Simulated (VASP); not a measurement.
A run of VASP 6.6.1 is set up as follows.

File INCAR:

```
SYSTEM = Cd
  ALGO = Normal
  EDIFF = 1E-7
  ENCUT = 520
  GGA = PE
  ISIF = 2
  ISMEAR = -1
  LASPH = .True.
  LCHARG = .True.
  LELF = .True.
  LREAL = .False.
  LVHAR = .True.
  LWAVE = .False.
  NBANDS = 19
  NELM = 100
  PREC = Accurate
  SIGMA = 0.1
```

The input KPOINTS:

```
k-points
0
Gamma
  9 9 4
  0 0 0
```

Contents of POSCAR:

```
Cd
1.0
    2.8546033739      0.0000000000      0.0000000000
   -1.4273016870      2.4721589489      0.0000000000
    0.0000000000      0.0000000000      5.3833039520
Cd
2
Direct
    0.3333333333      0.6666666667      0.2500000000
    0.6666666667      0.3333333333      0.7500000000
```

Potentials or basis: VASP PAW PBE potentials, release 64 (Cd).

The run is started by

```sh
$ cat potpaw_PBE.64/Cd/POTCAR > POTCAR
$ mpirun -np 1 vasp_std > vasp.out
```

Problem. Predict the pressure.

Solution. 14.8 GPa.

Problem. Predict the band gap on the k mesh.

Solution. Zero (band 12 reaches 5.04 eV, above the bottom of band 13 at 1.06 eV).

Stress tensor (GPa, compression positive):
```
16.33  0.00  0.00
 0.00 16.33  0.00
 0.00  0.00 11.87
```
